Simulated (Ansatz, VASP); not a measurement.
CdS in VASP and in Ansatz

```
Cd S
1.0
     3.79158    0.00000    0.00000
     0.00000    5.36041    0.00000
     0.00000    0.00000    3.79125
Cd S
2 2
Direct
  0.50000 0.50000 0.24303
  0.00000 0.00000 0.75697
  0.50000 0.00000 0.25516
  0.00000 0.50000 0.74484
```

Alike in both runs: task single point; functional PBEsol; k mesh 6 × 4 × 6; no spin polarisation.

|  | VASP | Ansatz |
| --- | --- | --- |
| version | VASP 6.6.1 | Ansatz 0.2.0 |
| potentials or method | VASP PAW PBE potentials, release 64 (Cd, S), cutoff 500 eV | plane waves, PAW |
| occupations | gaussian, width 0.01 eV | fixed |
| valence electrons in the cell | 36 | 52 |

```csv
,VASP,Ansatz,Ansatz less VASP
pressure (GPa),2.3,1.8,-0.58
"traceless stress, the component that is largest in VASP (GPa)",-0.07,-0.07,+0.004
```

VASP's potentials were made for PBE, not for PBEsol. VASP's potentials hold 36 valence electrons a cell and Ansatz's 52, so a difference there can come from the potentials and not from the codes.
